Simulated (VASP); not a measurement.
# Pd (P6_3/mmc) in VASP: relaxation of cell and atoms with PBEsol

Aim: the relaxation of cell and atoms of Pd with PBEsol.

Program: VASP 6.6.1. These are calculated values, not measurements. Logs are shortened: lines on timing, memory, paths and dates and some standing lists are left out, and cuts for length are marked.

**1. The cell of the first run**

The structure is hexagonal, space group P6_3/mmc (No. 194). The conventional cell has a = 2.729 Å, b = 2.729 Å, c = 4.532 Å, α = 90.00°, β = 90.00°, γ = 120.00°. Within 3.6 Å of Pd (site symmetry -6m2) lie 12 Pd at 2.73 to 2.76 Å.

This isn't the form of Pd at room conditions, which is fcc.

**2. Relaxation of cell and atoms, PBEsol**

File INCAR:

```
SYSTEM = Pd
  PREC = Accurate
  ENCUT = 600
  EDIFF = 1E-6
  ISMEAR = 0
  SIGMA = 0.1
  LREAL = .FALSE.
  LASPH = .TRUE.
  NELM = 60
  ALGO = Normal
  ISIF = 3
  LWAVE = .FALSE.
  LCHARG = .FALSE.
  GGA = PS
  IBRION = 2
  NSW = 80
  EDIFFG = -0.01
```

File KPOINTS:

```
regular mesh
0
G
  18 18 10
  0 0 0
```

File POSCAR:

```
Pd
1.0
    2.7293689838      0.0000000000      0.0000000000
   -1.3646844919      2.3637028763      0.0000000000
    0.0000000000      0.0000000000      4.5320612339
Pd
2
Direct
    0.3333333333      0.6666666667      0.2500000000
    0.6666666667      0.3333333333      0.7500000000
```

Potentials or basis: VASP PAW PBE potentials, release 64 (Pd).

Started as:

```
> cat potpaw_PBE.64/Pd/POTCAR > POTCAR
> mpirun -np 1 vasp_std > vasp.out
```

OUTCAR:

```text
SYSTEM = Pd
   PREC = Accurate
   ENCUT = 600
   EDIFF = 1E-6
   ISMEAR = 0
   LREAL = .FALSE.
   LASPH = .TRUE.
   NELM = 60
   ISIF = 3
   GGA = PS
   IBRION = 2
   NSW = 80
   EDIFFG = -0.01

 ion  position               nearest neighbor table
   1  0.333  0.667  0.250-   2 2.76   2 2.76   2 2.76   2 2.76   2 2.76   2 2.76
   2  0.667  0.333  0.750-   1 2.76   1 2.76   1 2.76   1 2.76   1 2.76   1 2.76

  LATTYP: Found a hexagonal cell.
 ALAT       =     2.7293689838
 C/A-ratio  =     1.6604794957

  Lattice vectors:

 A1 = (   2.7293689838,   0.0000000000,   0.0000000000)
 A2 = (  -1.3646844919,   2.3637028763,   0.0000000000)
 A3 = (   0.0000000000,   0.0000000000,   4.5320612339)

Analysis of symmetry for initial positions (statically):
=====================================================================
 Subroutine PRICEL returns:
 Original cell was already a primitive cell.

 Routine SETGRP: Setting up the symmetry group for a
 hexagonal supercell.

 Subroutine GETGRP returns: Found 24 space group operations
 (whereof 12 operations were pure point group operations)
 out of a pool of 24 trial point group operations.

The static configuration has the point symmetry D_3d.
 The point group associated with its full space group is D_6h.

Analysis of symmetry for dynamics (positions and initial velocities):
=====================================================================
 Subroutine PRICEL returns:
 Original cell was already a primitive cell.

 Routine SETGRP: Setting up the symmetry group for a
 hexagonal supercell.

 Subroutine GETGRP returns: Found 24 space group operations
 (whereof 12 operations were pure point group operations)
 out of a pool of 24 trial point group operations.

The dynamic configuration has the point symmetry D_3d.
 The point group associated with its full space group is D_6h.

 Subroutine INISYM returns: Found 24 space group operations
 (whereof 12 operations are pure point group operations),
 and found     1 'primitive' translations

----------------------------------------------------------------------------------------

                                     Primitive cell

  volume of cell :      29.2382

  direct lattice vectors                    reciprocal lattice vectors
     2.729368984  0.000000000  0.000000000     0.366385053  0.211532509  0.000000000
    -1.364684492  2.363702876  0.000000000     0.000000000  0.423065018  0.000000000
     0.000000000  0.000000000  4.532061234     0.000000000  0.000000000  0.220650152

  length of vectors
     2.729368984  2.729368984  4.532061234     0.423065018  0.423065018  0.220650152

  position of ions in fractional coordinates (direct lattice)
     0.333333333  0.666666667  0.250000000
     0.666666667  0.333333333  0.750000000

  ion indices of the primitive-cell ions
   primitive index   ion index
                 1           1
                 2           2

----------------------------------------------------------------------------------------

 KPOINTS: regular mesh

Automatic generation of k-mesh.
 Grid dimensions read from file:
 generate k-points for:   18   18   10

 Generating k-lattice:

  Cartesian coordinates                     Fractional coordinates (reciprocal lattice)
     0.020354725  0.011751806  0.000000000     0.055555556 -0.000000000  0.000000000
     0.000000000  0.023503612  0.000000000     0.000000000  0.055555556  0.000000000
     0.000000000  0.000000000  0.022065015     0.000000000  0.000000000  0.100000000

  Length of vectors
     0.023503612  0.023503612  0.022065015

  Shift w.r.t. Gamma in fractional coordinates (k-lattice)
     0.000000000  0.000000000  0.000000000

 Subroutine IBZKPT returns following result:
 ===========================================

 Found    222 irreducible k-points:

 Following reciprocal coordinates:
            Coordinates               Weight
  0.000000  0.000000  0.000000      1.000000
  0.055556  0.000000  0.000000      6.000000
  0.111111  0.000000  0.000000      6.000000
  0.166667  0.000000  0.000000      6.000000
  0.222222  0.000000  0.000000      6.000000
  0.277778  0.000000  0.000000      6.000000
[... 16 lines left out ...]
  0.333333  0.111111  0.000000     12.000000
  0.388889  0.111111  0.000000     12.000000
 [... further k-points ...]
   k-points           NKPTS =    222   k-points in BZ     NKDIM =    222   number of bands    NBANDS=     14
   number of dos      NEDOS =    301   number of ions     NIONS =      2
   total plane-waves  NPLWV =  20736
   dimension x,y,z NGX =    24 NGY =   24 NGZ =   36
   dimension x,y,z NGXF=    48 NGYF=   48 NGZF=   72
   ions per type =               2
   NGX,Y,Z   is equivalent  to a cutoff of  14.62, 14.62, 13.21 a.u.
   NGXF,Y,Z  is equivalent  to a cutoff of  29.24, 29.24, 26.41 a.u.
 SYSTEM =  Pd
   PREC   = accura    normal or accurate (medium, high low for compatibility)
   ISTART =      0    job   : 0-new  1-cont  2-samecut
   ICHARG =      2    charge: 1-file 2-atom 10-const
   ISPIN  =      1    spin polarized calculation?
   LNONCOLLINEAR =      F non collinear calculations
   LSORBIT =      F    spin-orbit coupling
   LASPH  =      T    aspherical Exc in radial PAW
   ENCUT  =  600.0 eV  44.10 Ry    6.64 a.u.   5.45  5.45  9.05*2*pi/ulx,y,z
   NELM   =     60;   NELMIN=  2; NELMDL= -5     # of ELM steps
   EDIFF  = 0.1E-05   stopping-criterion for ELM
   LREAL  =      F    real-space projection
   EDIFFG = -.1E-01   stopping-criterion for IOM
   NSW    =     80    number of steps for IOM
   IBRION =      2    ionic relax: 0-MD 1-quasi-New 2-CG
   NFREE  =      1    steps in history (QN), initial steepest desc. (CG)
   ISIF   =      3    stress and relaxation
   ISYM   =      2    0-nonsym 1-usesym 2-fastsym
   POTIM  = 0.5000    time-step for ionic-motion
   TEBEG  =    0.0;   TEEND  =   0.0 temperature during run
   PSTRESS=    0.0 pullay stress
   NELECT =      20.0000    total number of electrons
   NUPDOWN=      -1.0000    fix difference up-down
   EMIN   =  10.00;   EMAX   =-10.00  energy-range for DOS
   EFERMI =   0.00;   METHOD = LEGACY
   ISMEAR =     0;   SIGMA  =   0.10  broadening in eV -4-tet -1-fermi 0-gaus
   EFERMI_NEDOS =   21; number of points for ismear=-14 and -15
   IALGO  =     38    algorithm
   IMIX   =      4    mixing-type and parameters
     AMIX     =   0.40;   BMIX     =  1.00
     AMIX_MAG =   1.60;   BMIX_MAG =  1.00
  volume/ion in A,a.u.               =      14.62        98.65
  Fermi-wavevector in a.u.,A,eV,Ry     =   1.442451  2.725838 28.309181  2.080666
  Thomas-Fermi vector in A             =   2.560970
   LORBIT       =      0    0 simple, 1 ext, 2 COOP (PROOUT), +10 PAW based schemes
   GGA     = PS    functional components
   LHFCALC =     F    Hartree Fock is set to
   AEXX    =    0.0000 exact exchange contribution
   IVDW    =     0    specifies the selected vdW correction
   LEPSILON=     F    determine dielectric tensor
   LRPA    =     F    only Hartree local field effects (RPA)
 conjugate gradient relaxation of ions
 non-spin polarized calculation
 Gauss-broadening in eV      SIGMA  =   0.10
  energy-cutoff  :      600.00
  volume of cell :       29.24
 maximum number of plane-waves:       998
 NGX is ok and might be reduce to    24
   NGX = 11   NGY = 11   NGZ = 19

--------------------------------------- Ionic step        1  -------------------------------------------

 number of electron      19.9999993 magnetization

 Free energy of the ion-electron system (eV)
  ---------------------------------------------------
  ext. energy  EPLUGINS =         0.00000000
  ---------------------------------------------------
  free energy    TOTEN  =       -11.85991581 eV

  energy without entropy =      -11.83150317  energy(sigma->0) =      -11.84570949

------------------------ aborting loop because EDIFF is reached ----------------------------------------

  FORCE on cell =-STRESS in cart. coord.  units (eV):
  Direction    XX          YY          ZZ          XY          YZ          ZX
  --------------------------------------------------------------------------------------
  -------------------------------------------------------------------------------------
  Total       -0.1680509     -0.1680509      0.1320138     -0.0000000      0.0000000      0.0000000
  in kB       -9.2087467     -9.2087467      7.2340082     -0.0000000      0.0000000      0.0000000
  external PRESSURE =      -3.7278284 kB  Pullay stress =       0.0000000 kB
[... 129 lines left out ...]
  energy  without entropy=      -11.8341789582  energy(sigma->0) =      -11.84755500

--------------------------------------- Ionic step        5  -------------------------------------------

 number of electron      19.9999994 magnetization

 Free energy of the ion-electron system (eV)
  ---------------------------------------------------
  ext. energy  EPLUGINS =         0.00000000
  ---------------------------------------------------
  free energy    TOTEN  =       -11.86106724 eV

  energy without entropy =      -11.83405013  energy(sigma->0) =      -11.84755868

 E-fermi :   9.8112     XC(G=0): -13.4449

 val. band max:        9.8076996323   @ k =   0.2778   0.1667   0.2000
 cond. band min:       9.8114089575   @ k =   0.3889   0.1111   0.0000
 fundamental gap:      0.0037093252
 Fermi energy:         9.8111830094

 k-point     1 :       0.0000    0.0000    0.0000
  band No.  band energies     occupation
      1       2.4799      2.00000
      2       4.3568      2.00000
      3       6.7400      2.00000
      4       6.9929      2.00000
      5       6.9929      2.00000
      6       7.3465      2.00000
      7       7.3465      2.00000
      8       8.1456      2.00000
      9       8.1456      2.00000
     10       9.5791      1.99897
     11       9.5791      1.99897
     12      10.4697      0.00000
     13      16.7436      0.00000
     14      26.9597      0.00000
[... 375 lines left out ...]
 k-point    24 :       0.3889    0.1111    0.0000
  band No.  band energies     occupation
      1       4.7646      2.00000
      2       5.0903      2.00000
      3       5.1519      2.00000
      4       6.9352      2.00000
      5       7.2360      2.00000
      6       7.4257      2.00000
      7       7.5563      2.00000
      8       9.4959      1.99999
      9       9.7077      1.85667
     10       9.8114      0.99745
     11      12.1770      0.00000
     12      15.7228      0.00000
     13      19.4096      0.00000
     14      19.7639      0.00000

 [... further k-points ...]
[... 5 lines left out ...]
  --------------------------------------------------------------------------------------
  -------------------------------------------------------------------------------------
  Total        0.0061774      0.0061774      0.0022845     -0.0000000      0.0000000      0.0000000
  in kB        0.3391509      0.3391509      0.1254226     -0.0000000      0.0000000      0.0000000
  external PRESSURE =       0.2679081 kB  Pullay stress =       0.0000000 kB
[... 17 lines left out ...]
  FREE ENERGIE OF THE ION-ELECTRON SYSTEM (eV)
  ---------------------------------------------------
  free  energy   TOTEN  =       -11.8610672375 eV

  energy  without entropy=      -11.8340501316  energy(sigma->0) =      -11.84755868

 reached required accuracy - stopping structural energy minimisation
```

Run time: 2.3 min. Hardware: 1 thread of Intel Xeon Platinum 8259CL at 2.50GHz (Skylake/Cascade Lake), shared host; peak memory 0.24 GiB.

Results:

- Free energy: -11.8611 eV
- Relaxed volume: 14.59 Å³/atom
- Relaxed cell: a = 2.718 Å, b = 2.718 Å, c = 4.562 Å, α = 90.00°, β = 90.00°, γ = 120.00°
- Space group after relaxing (to 0.1 Å): P6_3/mmc (No. 194)
- Energy gained by relaxing: 0.6 meV/atom
- Ionic steps: 5
- Pressure after relaxing: 0.0 GPa
- Band gap on the k mesh: zero (bands 10 and 11 overlap by 0.94 eV)

Step by step:
| step | energy change (eV) | largest force (eV/Å) | pressure (GPa) | volume (Å³) |
| --- | --- | --- | --- | --- |
| 1 | 0.0000 | 0.0000 | -0.37 | 29.24 |
| 2 | -0.0009 | 0.0000 | 0.60 | 29.09 |
| 3 | -0.0009 | 0.0000 | 0.59 | 29.10 |
| 4 | -0.0010 | 0.0000 | -0.35 | 29.24 |
| 5 | -0.0012 | 0.0000 | 0.03 | 29.18 |

Final structure:
```xyz
2
Lattice="2.7178 0.0000 0.0000 -1.3589 2.3537 0.0000 0.0000 0.0000 4.5620" Properties=species:S:1:pos:R:3 pbc="T T T"
Pd    0.0000    1.5691    1.1405
Pd    1.3589    0.7846    3.4215
```

Levels at points of the mesh, in eV from the Fermi level:
| k point | band 8 | band 9 | band 10 | band 11 | band 12 | band 13 |
| --- | --- | --- | --- | --- | --- | --- |
| (0.00, 0.00, 0.00) | -1.67 | -1.67 | -0.23 | -0.23 | 0.66 | 6.93 |
| (0.50, 0.00, 0.00) | 0.03 | 0.05 | 0.24 | 2.61 | 4.60 | 9.68 |
| (0.00, 0.00, 0.50) | -2.85 | -0.71 | -0.71 | -0.71 | -0.71 | 13.96 |
| (0.50, 0.00, 0.50) | -0.50 | 0.16 | 0.16 | 2.59 | 2.59 | 8.35 |

Caveat: the PAW data sets were made with another functional, which shifts forces and pressure a little.
